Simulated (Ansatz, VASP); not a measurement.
## Two plane-wave programs on Ga6GeTe

```xyz
8
Lattice="3.3212 1.9175 4.5352 -3.3212 1.9175 4.5352 0.0000 -3.8350 4.5352" Properties=species:S:1:pos:R:3 pbc="T T T"
Ga    0.6598    1.4682   10.1571
Ga    0.9416   -1.3056   10.1571
Ga   -1.6015   -0.1627   10.1571
Ga   -0.9416    1.3056    3.4484
Ga    1.6015    0.1627    3.4484
Ga   -0.6598   -1.4682    3.4484
Ge    0.0000    0.0000    0.0000
Te    0.0000    0.0000    6.8028
```

Alike in both runs: functional PBE; k mesh 6 × 6 × 6; occupations gaussian, width 0.1 eV; no spin polarisation.

Ansatz relaxed the structure, and its values are those at the end. VASP's run is a single point on that final structure, the one shown.

|  | VASP | Ansatz |
| --- | --- | --- |
| version | VASP 6.6.1 | Ansatz 0.2.0 |
| potentials or method | VASP PAW PBE potentials, release 64 (Ga_d, Ge_d, Te), cutoff 520 eV | scalar-relativistic, plane waves, PAW |
| valence electrons in the cell | 98 | 108 |

```tsv
	VASP	Ansatz	Ansatz less VASP
gap on the k mesh at the Fermi level (eV)	none	none	-
pressure (GPa)	0.2	0.0	-0.24
```

A gap of «none» marks a metal or a gap that the smearing closes. With one functional, cell and mesh, what is left measures potentials, basis and numerics. VASP's potentials hold 98 valence electrons a cell and Ansatz's 108, so a difference there can come from the potentials and not from the codes.

Spin-orbit coupling is off throughout.
